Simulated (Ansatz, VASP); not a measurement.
**Two plane-wave programs on K**

```
K
1.0
    -2.64171    2.64171    2.64171
     2.64171   -2.64171    2.64171
     2.64171    2.64171   -2.64171
K
1
Direct
  0.00000 0.00000 0.00000
```

Alike in both runs: task single point; functional PBE; k mesh 7 × 7 × 7; occupations fermi-dirac, width 0.1 eV; no spin polarisation.

|  | VASP | Ansatz |
| --- | --- | --- |
| version | VASP 6.6.1 | Ansatz 0.2.0 |
| potentials or method | VASP PAW PBE potentials, release 64 (K_sv), cutoff 520 eV | plane waves (420 eV) with PAW, scalar-relativistic |
| valence electrons in the cell | 9 | 9 |

```tsv
	VASP	Ansatz	Ansatz less VASP
pressure (GPa)	0.0	0.0	+0.01
```
